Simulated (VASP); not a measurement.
Ba, 1 atom in the cell. It takes space group Fm-3m (No. 225, cubic). The conventional cell has a = 5.803 Å, b = 5.803 Å, c = 5.803 Å, α = 90.00°, β = 90.00°, γ = 90.00°. Within 5.4 Å of Ba (site symmetry m-3m) lie 12 Ba at 4.10 Å.  This cell differs from its parent crystal: volume scaled by 0.76.

- Program: VASP 6.6.1
- Task: single point
- Functional: PBE
- Potentials or basis: VASP PAW PBE potentials, release 64 (Ba_sv)
- Cutoff: 520 eV
- k mesh: 10 × 10 × 10
- Occupations: fermi-dirac, width 0.1 eV
- Spin: no spin polarisation
- Dipole correction: no
- Further INCAR settings: ALGO = Normal; EDIFF = 1e-07; NBANDS = 11

Potentials or basis: VASP PAW PBE potentials, release 64 (Ba_sv).

Command:

```bash
$ cat potpaw_PBE.64/Ba_sv/POTCAR > POTCAR
$ mpirun -np 1 vasp_std > vasp.out
```

Hardware: 1 thread of Intel(R) Xeon(R) 6975P-C (Granite Rapids) (shared host).

Problem. Estimate the wall time of this run.

Solution. Run time: 7.3 s on 1 thread of Intel(R) Xeon(R) 6975P-C (Granite Rapids), on a shared host, peak memory 0.18 GiB. Counts: scf iterations 11, k points 47.
